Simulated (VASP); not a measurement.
# Sr (I4/mmm) in VASP: further runs

Runs on Sr. Level: r2SCAN. Tasks: single point.

All numbers are computed with VASP 6.6.1; they aren't measurements. Logs are shortened: lines on timing, memory, paths and dates and some standing lists are left out, and cuts for length are marked.

## Step 1: The cell of the first run

It takes space group I4/mmm (No. 139, tetragonal). Conventional cell: a = 4.850 Å, b = 4.850 Å, c = 5.238 Å, α = 90.00°, β = 90.00°, γ = 90.00°. Sr (site symmetry 4/mmm) has 14 Sr at 4.32 to 5.24 Å within 5.7 Å.

## Step 2: Single point, r2SCAN (strain +0.000 along x and y, +0.080 along z)

POSCAR

```
Sr
1.0
   -2.4250000000      2.4250000000      2.6190000000
    2.4250000000     -2.4250000000      2.6190000000
    2.4250000000      2.4250000000     -2.6190000000
Sr
1
Direct
    0.0000000000      0.0000000000      0.0000000000
```

INCAR.step1

```
SYSTEM = Sr
PREC     = Accurate       ! precision mode
ENCUT    = 520            ! plane-wave cutoff, eV
ISMEAR   = 0              ! smearing method
SIGMA    = 0.15           ! smearing width, eV
LREAL    = .False.        ! projectors in reciprocal space
LASPH    = .True.         ! aspherical terms in the spheres
NELM     = 100            ! most SCF steps
NBANDS   = 11             ! bands
GGA      = PE             ! functional
ALGO     = Normal         ! electronic algorithm
EDIFF    = 1E-4           ! SCF threshold, eV
LWAVE    = .True.         ! write WAVECAR
LCHARG   = .False.        ! write CHGCAR
```

INCAR.step2

```
SYSTEM = Sr
PREC     = Accurate       ! precision mode
ENCUT    = 520            ! plane-wave cutoff, eV
EDIFF    = 1E-6           ! SCF threshold, eV
ISMEAR   = 0              ! smearing method
SIGMA    = 0.15           ! smearing width, eV
LREAL    = .False.        ! projectors in reciprocal space
LASPH    = .True.         ! aspherical terms in the spheres
NELM     = 100            ! most SCF steps
ALGO     = Normal         ! electronic algorithm
ISIF     = 2              ! what is computed and relaxed
LWAVE    = .False.        ! write WAVECAR
LCHARG   = .False.        ! write CHGCAR
METAGGA  = R2SCAN         ! meta-GGA
LMIXTAU  = .True.       
NBANDS   = 11             ! bands
ISTART   = 1
```

KPOINTS

```
regular mesh
0
Gamma
  14 14 14
  0 0 0
```

Potentials or basis: VASP PAW PBE potentials, release 64 (Sr_sv).

On the command line:

```
$ cat potpaw_PBE.64/Sr_sv/POTCAR > POTCAR
$ cp INCAR.step1 INCAR
$ mpirun -np 1 vasp_std > vasp.out
$ cp INCAR.step2 INCAR
$ mpirun -np 1 vasp_std > vasp.out
```

OUTCAR:

```text
SYSTEM = Sr
   PREC = Accurate
   ENCUT = 520
   EDIFF = 1E-6
   ISMEAR = 0
   LREAL = .False.
   LASPH = .True.
   NELM = 100
   ISIF = 2
   METAGGA = R2SCAN
   ISTART = 1

 ion  position               nearest neighbor table
   1  0.000  0.000  0.000-

  LATTYP: Found a body centered tetragonal cell.
 ALAT       =     4.8500000000
 C/A-ratio  =     1.0800000000

  Lattice vectors:

 A1 = (  -2.4250000000,   2.4250000000,   2.6190000000)
 A2 = (   2.4250000000,  -2.4250000000,   2.6190000000)
 A3 = (   2.4250000000,   2.4250000000,  -2.6190000000)

Analysis of symmetry for initial positions (statically):
=====================================================================
 Subroutine PRICEL returns:
 Original cell was already a primitive cell.

 Routine SETGRP: Setting up the symmetry group for a
 body centered tetragonal supercell.

 Subroutine GETGRP returns: Found 16 space group operations
 (whereof 16 operations were pure point group operations)
 out of a pool of 16 trial point group operations.

The static configuration has the point symmetry D_4h.

Analysis of symmetry for dynamics (positions and initial velocities):
=====================================================================
 Subroutine PRICEL returns:
 Original cell was already a primitive cell.

 Routine SETGRP: Setting up the symmetry group for a
 body centered tetragonal supercell.

 Subroutine GETGRP returns: Found 16 space group operations
 (whereof 16 operations were pure point group operations)
 out of a pool of 16 trial point group operations.

The dynamic configuration has the point symmetry D_4h.

 Subroutine INISYM returns: Found 16 space group operations
 (whereof 16 operations are pure point group operations),
 and found     1 'primitive' translations

----------------------------------------------------------------------------------------

                                     Primitive cell

  volume of cell :      61.6054

  direct lattice vectors                    reciprocal lattice vectors
    -2.425000000  2.425000000  2.619000000     0.000000000  0.206185567  0.190912562
     2.425000000 -2.425000000  2.619000000     0.206185567  0.000000000  0.190912562
     2.425000000  2.425000000 -2.619000000     0.206185567  0.206185567  0.000000000

  length of vectors
     4.315137425  4.315137425  4.315137425     0.280998389  0.280998389  0.291590425

  position of ions in fractional coordinates (direct lattice)
     0.000000000  0.000000000  0.000000000

  ion indices of the primitive-cell ions
   primitive index   ion index
                 1           1

----------------------------------------------------------------------------------------

 KPOINTS: regular mesh

Automatic generation of k-mesh.
 Grid dimensions read from file:
 generate k-points for:   14   14   14

 Generating k-lattice:

  Cartesian coordinates                     Fractional coordinates (reciprocal lattice)
     0.000000000  0.014727541  0.013636612     0.071428571  0.000000000  0.000000000
     0.014727541  0.000000000  0.013636612     0.000000000  0.071428571  0.000000000
     0.014727541  0.014727541  0.000000000     0.000000000  0.000000000  0.071428571

  Length of vectors
     0.020071313  0.020071313  0.020827888

  Shift w.r.t. Gamma in fractional coordinates (k-lattice)
     0.000000000  0.000000000  0.000000000

 Subroutine IBZKPT returns following result:
 ===========================================

 Found    244 irreducible k-points:

 Following reciprocal coordinates:
            Coordinates               Weight
  0.000000  0.000000  0.000000      1.000000
  0.071429  0.000000  0.000000      8.000000
  0.142857  0.000000 -0.000000      8.000000
  0.214286  0.000000 -0.000000      8.000000
  0.285714  0.000000  0.000000      8.000000
  0.357143  0.000000  0.000000      8.000000
[... 16 lines left out ...]
  0.214286  0.142857 -0.000000     16.000000
  0.285714  0.142857 -0.000000     16.000000
 [... further k-points ...]
   k-points           NKPTS =    244   k-points in BZ     NKDIM =    244   number of bands    NBANDS=     11
   number of dos      NEDOS =    301   number of ions     NIONS =      1
   total plane-waves  NPLWV =  32768
   dimension x,y,z NGX =    32 NGY =   32 NGZ =   32
   dimension x,y,z NGXF=    64 NGYF=   64 NGZF=   64
   ions per type =               1
   NGX,Y,Z   is equivalent  to a cutoff of  12.33, 12.33, 12.33 a.u.
   NGXF,Y,Z  is equivalent  to a cutoff of  24.66, 24.66, 24.66 a.u.
 SYSTEM =  Sr
   PREC   = accura    normal or accurate (medium, high low for compatibility)
   ISTART =      1    job   : 0-new  1-cont  2-samecut
   ICHARG =      0    charge: 1-file 2-atom 10-const
   ISPIN  =      1    spin polarized calculation?
   LNONCOLLINEAR =      F non collinear calculations
   LSORBIT =      F    spin-orbit coupling
   LASPH  =      T    aspherical Exc in radial PAW
   ENCUT  =  520.0 eV  38.22 Ry    6.18 a.u.   8.02  8.02  8.02*2*pi/ulx,y,z
   NELM   =    100;   NELMIN=  2; NELMDL=  0     # of ELM steps
   EDIFF  = 0.1E-05   stopping-criterion for ELM
   LREAL  =      F    real-space projection
   EDIFFG = 0.1E-04   stopping-criterion for IOM
   NSW    =      0    number of steps for IOM
   IBRION =     -1    ionic relax: 0-MD 1-quasi-New 2-CG
   NFREE  =      0    steps in history (QN), initial steepest desc. (CG)
   ISIF   =      2    stress and relaxation
   ISYM   =      2    0-nonsym 1-usesym 2-fastsym
   POTIM  = 0.5000    time-step for ionic-motion
   TEBEG  =    0.0;   TEEND  =   0.0 temperature during run
   PSTRESS=    0.0 pullay stress
   NELECT =      10.0000    total number of electrons
   NUPDOWN=      -1.0000    fix difference up-down
   EMIN   =  10.00;   EMAX   =-10.00  energy-range for DOS
   EFERMI =   0.00;   METHOD = LEGACY
   ISMEAR =     0;   SIGMA  =   0.15  broadening in eV -4-tet -1-fermi 0-gaus
   EFERMI_NEDOS =   21; number of points for ismear=-14 and -15
   IALGO  =     38    algorithm
   IMIX   =      4    mixing-type and parameters
     AMIX     =   0.40;   BMIX     =  1.00
     AMIX_MAG =   1.60;   BMIX_MAG =  1.00
  volume/ion in A,a.u.               =      61.61       415.73
  Fermi-wavevector in a.u.,A,eV,Ry     =   0.893035  1.687592 10.850804  0.797512
  Thomas-Fermi vector in A             =   2.015061
   LORBIT       =      0    0 simple, 1 ext, 2 COOP (PROOUT), +10 PAW based schemes
   METAGGA = R2SCAN    functional components
   LHFCALC =     F    Hartree Fock is set to
   AEXX    =    0.0000 exact exchange contribution
   IVDW    =     0    specifies the selected vdW correction
   LEPSILON=     F    determine dielectric tensor
   LRPA    =     F    only Hartree local field effects (RPA)
 non-spin polarized calculation
 Gauss-broadening in eV      SIGMA  =   0.15
  energy-cutoff  :      520.00
  volume of cell :       61.61
 maximum number of plane-waves:      1678
   NGX = 17   NGY = 17   NGZ = 17

 number of electron      10.0000000 magnetization

 Free energy of the ion-electron system (eV)
  ---------------------------------------------------
  ext. energy  EPLUGINS =         0.00000000
  ---------------------------------------------------
  free energy    TOTEN  =       -15.08143745 eV

  energy without entropy =      -15.06428974  energy(sigma->0) =      -15.07286359

 E-fermi :   1.2422     XC(G=0):  -7.4367

 val. band max:        1.2258068909   @ k =  -0.2143   0.5000   0.2143
 cond. band min:       1.2438155136   @ k =  -0.4286   0.5000   0.2857
 fundamental gap:      0.0180086227
 Fermi energy:         1.2421683916

 k-point     1 :       0.0000    0.0000    0.0000
  band No.  band energies     occupation
      1     -37.0309      2.00000
      2     -18.3037      2.00000
      3     -18.3037      2.00000
      4     -18.2972      2.00000
      5      -2.4220      2.00000
      6       3.7198      0.00000
      7       3.7198      0.00000
      8       4.1176      0.00000
      9       4.7792      0.00000
     10       5.3252      0.00000
     11       9.0077      0.00000

 k-point     2 :       0.0714    0.0000    0.0000
  band No.  band energies     occupation
      1     -37.0304      2.00000
      2     -18.3088      2.00000
      3     -18.3058      2.00000
      4     -18.2990      2.00000
      5      -2.3411      2.00000
      6       3.6659      0.00000
      7       3.7205      0.00000
      8       4.1207      0.00000
      9       4.7032      0.00000
     10       5.2782      0.00000
     11       9.1881      0.00000

 k-point     3 :       0.1429    0.0000   -0.0000
  band No.  band energies     occupation
      1     -37.0291      2.00000
      2     -18.3275      2.00000
      3     -18.3117      2.00000
      4     -18.2997      2.00000
      5      -2.1030      2.00000
      6       3.4374      0.00000
      7       3.6246      0.00000
      8       4.2553      0.00000
      9       4.6044      0.00000
     10       5.2022      0.00000
     11       9.4655      0.00000

 k-point     4 :       0.2143    0.0000   -0.0000
  band No.  band energies     occupation
      1     -37.0272      2.00000
      2     -18.3552      2.00000
      3     -18.3202      2.00000
      4     -18.2998      2.00000
      5      -1.7214      2.00000
      6       3.0110      0.00000
      7       3.4201      0.00000
      8       4.5892      0.00000
      9       4.6285      0.00000
     10       5.1672      0.00000
     11       9.0092      0.00000
[... 239 lines left out ...]
 k-point    22 :       0.1429    0.1429   -0.0000
  band No.  band energies     occupation
      1     -37.0263      2.00000
      2     -18.3653      2.00000
      3     -18.3229      2.00000
      4     -18.3043      2.00000
      5      -1.5207      2.00000
      6       2.8789      0.00000
      7       3.2530      0.00000
      8       4.5273      0.00000
      9       4.7979      0.00000
     10       5.2904      0.00000
     11       8.6754      0.00000

 k-point    23 :       0.2143    0.1429   -0.0000
  band No.  band energies     occupation
      1     -37.0244      2.00000
      2     -18.3887      2.00000
      3     -18.3338      2.00000
      4     -18.3059      2.00000
      5      -1.0371      2.00000
      6       2.4715      0.00000
      7       3.0097      0.00000
      8       4.6481      0.00000
      9       5.0801      0.00000
     10       5.4246      0.00000
     11       7.9779      0.00000

 k-point    24 :       0.2857    0.1429   -0.0000
  band No.  band energies     occupation
      1     -37.0227      2.00000
      2     -18.4094      2.00000
      3     -18.3448      2.00000
      4     -18.3069      2.00000
      5      -0.4664      2.00000
      6       2.0280      0.00000
      7       2.8138      0.00000
      8       4.7264      0.00000
      9       5.1618      0.00000
     10       5.8721      0.00000
     11       7.3617      0.00000

 [... further k-points ...]

------------------------ aborting loop because EDIFF is reached ----------------------------------------

  FORCE on cell =-STRESS in cart. coord.  units (eV):
  Direction    XX          YY          ZZ          XY          YZ          ZX
  --------------------------------------------------------------------------------------
  -------------------------------------------------------------------------------------
  Total       -0.3550797     -0.3550797     -0.3146816      0.0000000      0.0000000      0.0000000
  in kB       -9.2345862     -9.2345862     -8.1839500      0.0000000      0.0000000      0.0000000
  external PRESSURE =      -8.8843741 kB  Pullay stress =       0.0000000 kB

 VOLUME and BASIS-vectors are now :
 -----------------------------------------------------------------------------
  energy-cutoff  :      520.00
  volume of cell :       61.61
      direct lattice vectors                 reciprocal lattice vectors
    -2.425000000  2.425000000  2.619000000     0.000000000  0.206185567  0.190912562
     2.425000000 -2.425000000  2.619000000     0.206185567  0.000000000  0.190912562
     2.425000000  2.425000000 -2.619000000     0.206185567  0.206185567  0.000000000

 POSITION                                       TOTAL-FORCE (eV/Angst)
 -----------------------------------------------------------------------------------
      0.00000      0.00000      0.00000         0.000000      0.000000      0.000000
 -----------------------------------------------------------------------------------
    total drift:                                0.000000      0.000000     -0.000000

  FREE ENERGIE OF THE ION-ELECTRON SYSTEM (eV)
  ---------------------------------------------------
  free  energy   TOTEN  =       -15.0814374474 eV

  energy  without entropy=      -15.0642897377  energy(sigma->0) =      -15.07286359
```

Wall time 6.2 min (1 thread of Intel Xeon 8259CL, shared host); peak memory 0.3 GiB.

Results:

* Free energy: -15.0814 eV
* Pressure: -0.9 GPa
* Band gap on the k mesh: zero (bands 5 and 6 overlap by 0.28 eV)

Stress tensor (GPa, compression positive):
```
-0.92  0.00  0.00
 0.00 -0.92  0.00
 0.00  0.00 -0.82
```

Levels at points of the mesh, in eV from the Fermi level:
```tsv
k point	band 3	band 4	band 5	band 6	band 7	band 8
(0.00, 0.00, 0.00)	-19.55	-19.54	-3.66	2.48	2.48	2.88
(0.50, 0.00, 0.00)	-19.59	-19.54	-0.94	-0.07	1.62	3.40
(0.50, 0.50, 0.00)	-19.59	-19.55	-0.79	0.14	1.15	3.98
(0.50, 0.50, 0.50)	-19.64	-19.64	-0.04	0.14	2.73	3.79
```

Caveat: the cell differs from its parent crystal (strain +0.000 along x and y, +0.080 along z); the PAW data sets were made with another functional, which shifts forces and pressure a little.

## Step 3: Single point, r2SCAN (strain +0.080 along x and y, -0.040 along z)

POSCAR

```
Sr
1.0
   -2.6190000000      2.6190000000      2.3280000000
    2.6190000000     -2.6190000000      2.3280000000
    2.6190000000      2.6190000000     -2.3280000000
Sr
1
Direct
    0.0000000000      0.0000000000      0.0000000000
```

INCAR.step1

```
PREC = Accurate
ENCUT = 520
ISMEAR = 0
SIGMA = 0.15
LREAL = F
LASPH = T
NELM = 60
NBANDS = 11
GGA = PE
ALGO = Normal
EDIFF = 1E-4
LWAVE = T
LCHARG = F
```

INCAR.step2

```
PREC = Accurate
ENCUT = 520
EDIFF = 1E-6
ISMEAR = 0
SIGMA = 0.15
LREAL = F
LASPH = T
NELM = 60
ALGO = Normal
ISIF = 2
LWAVE = F
LCHARG = T
METAGGA = R2SCAN
LMIXTAU = T
LELF = T
LVHAR = T
NBANDS = 11
ISTART = 1
```

KPOINTS

```
regular mesh
0
Gamma
  14 14 14
```

Potentials or basis: VASP PAW PBE potentials, release 64 (Sr_sv).

On the command line:

```
$ cat potpaw_PBE.64/Sr_sv/POTCAR > POTCAR
$ cp INCAR.step1 INCAR
$ mpirun -np 1 vasp_std > vasp.out
$ cp INCAR.step2 INCAR
$ mpirun -np 1 vasp_std > vasp.out
```

It took 10 min on 1 thread of Intel Xeon 8259CL, shared host; peak memory 0.33 GiB.

Results (log left out):

```
Free energy            : -15.0629 eV
Pressure               : -1.2 GPa
Band gap on the k mesh : zero (bands 5 and 6 overlap by 0.47 eV)
```

Stress tensor (GPa, compression positive):
```
-1.30  0.00  0.00
 0.00 -1.30  0.00
 0.00  0.00 -0.95
```

Levels at points of the mesh, in eV from the Fermi level:
```csv
k point,band 2,band 3,band 4,band 5,band 6,band 7,band 8,band 9
"(0.00, 0.00, 0.00)",-19.63,-19.62,-19.62,-3.60,2.14,2.82,2.82,3.26
"(0.50, 0.00, 0.00)",-19.75,-19.66,-19.63,-0.77,0.10,1.23,3.60,4.57
"(0.50, 0.50, 0.00)",-19.74,-19.66,-19.61,-1.05,-0.24,1.97,3.08,3.93
"(0.50, 0.50, 0.50)",-19.71,-19.71,-19.70,0.00,0.18,2.77,2.77,4.45
```

Caveat: the cell differs from its parent crystal (strain +0.080 along x and y, -0.040 along z); the PAW data sets were made with another functional, which shifts forces and pressure a little.

## Step 4: Single point, r2SCAN (strain +0.080 along x and y, +0.000 along z)

POSCAR

```
Sr
1.0
   -2.6190000000      2.6190000000      2.4250000000
    2.6190000000     -2.6190000000      2.4250000000
    2.6190000000      2.6190000000     -2.4250000000
Sr
1
Direct
    0.0000000000      0.0000000000      0.0000000000
```

INCAR.step1

```
PREC     = Accurate       # precision mode
ENCUT    = 520            # plane-wave cutoff, eV
ISMEAR   = 0              # smearing method
SIGMA    = 0.15           # smearing width, eV
LREAL    = False          # projectors in reciprocal space
LASPH    = True           # aspherical terms in the spheres
NELM     = 60             # most SCF steps
NBANDS   = 11             # bands
GGA      = PE             # functional
ALGO     = Normal         # electronic algorithm
EDIFF    = 1E-4           # SCF threshold, eV
LWAVE    = True           # write WAVECAR
LCHARG   = False          # write CHGCAR
```

INCAR.step2

```
PREC     = Accurate       # precision mode
ENCUT    = 520            # plane-wave cutoff, eV
EDIFF    = 1E-7           # SCF threshold, eV
ISMEAR   = 0              # smearing method
SIGMA    = 0.15           # smearing width, eV
LREAL    = False          # projectors in reciprocal space
LASPH    = True           # aspherical terms in the spheres
NELM     = 60             # most SCF steps
ALGO     = Normal         # electronic algorithm
ISIF     = 2              # what is computed and relaxed
LWAVE    = False          # write WAVECAR
LCHARG   = True           # write CHGCAR
METAGGA  = R2SCAN         # meta-GGA
LMIXTAU  = True         
LELF     = True           # ELF
LVHAR    = True         
NBANDS   = 11             # bands
ISTART   = 1
```

KPOINTS is that of step 3.

On the command line:

```
$ cat potpaw_PBE.64/Sr_sv/POTCAR > POTCAR
$ cp INCAR.step1 INCAR
$ mpirun -np 1 vasp_std > vasp.out
$ cp INCAR.step2 INCAR
$ mpirun -np 1 vasp_std > vasp.out
```

Run time: 12 min. Hardware: 1 thread of Intel Xeon 8259CL, shared host; peak memory 0.34 GiB.

The run converged. Its results:

| Item | Value |
| --- | --- |
| Free energy | -15.0433 eV |
| Pressure | -1.5 GPa |
| Band gap on the k mesh | zero (bands 5 and 6 overlap by 0.44 eV) |

Stress tensor (GPa, compression positive):
```
-1.52  0.00  0.00
 0.00 -1.52  0.00
 0.00  0.00 -1.40
```

Levels at points of the mesh, in eV from the Fermi level:
```
           k point  band 2  band 3  band 4  band 5  band 6  band 7  band 8  band 9
(0.00, 0.00, 0.00)  -19.72  -19.71  -19.71   -3.54    2.23    2.65    2.65    3.36
(0.50, 0.00, 0.00)  -19.82  -19.75  -19.72   -0.79    0.00    1.29    3.51    4.26
(0.50, 0.50, 0.00)  -19.82  -19.75  -19.71   -0.97   -0.20    1.76    3.16    3.90
(0.50, 0.50, 0.50)  -19.79  -19.79  -19.78    0.08    0.21    2.82    2.82    3.88
```

Caveat: the cell differs from its parent crystal (strain +0.080 along x and y, +0.000 along z); the PAW data sets were made with another functional, which shifts forces and pressure a little.

## Step 5: The runs side by side

```csv
cell,gap on the mesh (eV),pressure (GPa)
"a = 4.315 Å, angles 111.6, 111.6, 105.3°, 1 atom",none,-0.9
"a = 4.375 Å, angles 106.5, 106.5, 115.7°, 1 atom",none,-1.2
"a = 4.427 Å, angles 107.5, 107.5, 113.6°, 1 atom",none,-1.5
```

Alike in all rows: task single point; level r2SCAN; potentials or basis VASP PAW PBE potentials, release 64 (Sr_sv); no spin polarisation; k mesh 14 × 14 × 14; cutoff (eV) 520; smearing gaussian 0.15 eV.

Caveats: the PAW data sets were made with another functional, which shifts forces and pressure a little.

Total energies depend on the potentials used, so only differences within one code and one set of settings carry meaning.
